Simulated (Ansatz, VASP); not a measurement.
# BN: VASP beside Ansatz

```
CELL_PARAMETERS angstrom
2.65610 0.00000 0.00000
-1.32805 2.30025 0.00000
0.00000 0.00000 4.22685
ATOMIC_POSITIONS crystal
B 0.66667 0.33333 0.99972
B 0.33333 0.66667 0.49972
N 0.66667 0.33333 0.62528
N 0.33333 0.66667 0.12528
```

Change from the starting cell: strain +0.040 along x and y, +0.000 along z, atoms carried along.

Alike in both runs: task single point; functional PBE; k mesh 12 × 12 × 6; occupations gaussian, width 0.05 eV; no spin polarisation.

|  | VASP | Ansatz |
| --- | --- | --- |
| version | VASP 6.6.1 | Ansatz 0.2.0 |
| potentials or method | VASP PAW PBE potentials, release 64 (B, N), cutoff 520 eV | scalar-relativistic, plane waves, PAW |
| valence electrons in the cell | 16 | 16 |

VASP gave:

* gap on the k mesh at the Fermi level (eV): 5.41
* least direct gap on the mesh (eV): 7.54
* pressure (GPa): -24.5
* traceless stress, the component that is largest in VASP (GPa): 20.07
* rms of the force components (eV/Å): 0.007

Which values does Ansatz return?

gap on the k mesh at the Fermi level (eV): 5.42; least direct gap on the mesh (eV): 7.55; pressure (GPa): -24.5; traceless stress, the component that is largest in VASP (GPa): 19.95; rms of the force components (eV/Å): 0.004.

Atom by atom the forces differ by 0.003 eV/Å (rms over components). With one functional, cell and mesh, what is left measures potentials, basis and numerics.
